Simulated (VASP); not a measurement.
Set up this calculation in VASP 6.6.1, as the native input.

| Quantity | Value |
| --- | --- |
| Task | single point |
| Functional | PBEsol |
| Dispersion | D3(BJ) |
| Potentials or basis | VASP PAW PBE potentials, release 64 (Al) |
| Cutoff | 520 eV |
| k mesh | 18 × 18 × 6 |
| Occupations | gaussian, width 0.15 eV |
| Spin | no spin polarisation |
| Dipole correction | no |
| Further INCAR settings | ALGO = Fast; EDIFF = 1e-07; NBANDS = 14 |

The structure of Al lies in POSCAR:

```
Al
1.0
    2.8007800515      0.0000000000      0.0000000000
   -1.4003900257      2.4255466750      0.0000000000
    0.0000000000      0.0000000000     10.5157000000
Al
4
Direct
    0.0000000000      0.0000000000      0.0000000000
    0.3333333333      0.6666666667      0.2500000000
    0.0000000000      0.0000000000      0.5000000000
    0.6666666667      0.3333333333      0.7500000000
```

These files were run (other wordings do the same):

INCAR

```
SYSTEM = Al
ALGO = Fast ; EDIFF = 1E-7
ENCUT = 520 ; GGA = PS
ISIF = 2 ; ISMEAR = 0
IVDW = 12 ; LASPH = .True.
LCHARG = .True. ; LELF = .True.
LREAL = .False. ; LVHAR = .True.
LWAVE = .False. ; NBANDS = 14
NELM = 80 ; PREC = Accurate
SIGMA = 0.15
```

KPOINTS

```
k-points
0
Gamma
  18 18 6
  0 0 0
```

Potentials or basis: VASP PAW PBE potentials, release 64 (Al).

The run is started by

```sh
$ cat potpaw_PBE.64/Al/POTCAR > POTCAR
$ mpirun -np 1 vasp_std > vasp.out
```

Results of the run:

* Pressure: -7.3 GPa
* Band gap on the k mesh: zero (band 6 reaches 9.73 eV, above the bottom of band 7 at 5.88 eV)
* Dispersion energy per atom: -0.293 eV

Caveat: the PAW data sets were made with another functional, which shifts forces and pressure a little; pairwise dispersion overbinds metals, which lowers pressure and volume.

Run time: 100 s on 1 thread of AMD EPYC 9R45 96-Core Processor (Zen 5), on a shared host, peak memory 0.24 GiB.
